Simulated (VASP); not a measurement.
Runs of VASP 6.6.1 on W. The structure is that of space group Pm-3m (No. 221), or close to it. The cells are those of the table. 

```tsv
task	cell	cutoff (eV)	gap on the mesh (eV)	pressure (GPa)
relaxation of cell and atoms	relaxed from a = 2.590 Å, 1 atom	600	none	0.0
relaxation of cell and atoms	relaxed to 20 GPa from a = 2.590 Å, 1 atom	600	none	19.9
relaxation of cell and atoms	relaxed to 5 GPa from a = 2.590 Å, 1 atom	600	none	5.0
single point	a = 2.529 Å, 1 atom	520	none	22.4
single point	a = 2.592 Å, 1 atom	520	none	(a)
```

Alike in all rows: level LDA; potentials or basis VASP PAW LDA potentials, release 64 (W_sv); no spin polarisation; k mesh 9 × 9 × 9; smearing fermi-dirac 0.05 eV.

**Question.** Estimate the missing entries.

**Answer.** (a) 1.6.

Caveats: spin-orbit coupling is left out, which moves the levels of the heavy elements; the cell is relaxed towards a set pressure, so the enthalpy falls and the energy may rise (some runs).

A k mesh can miss the band edges, and the runs leave out spin-orbit coupling on W.

A gap of «none» marks levels without a gap at the run's occupations.
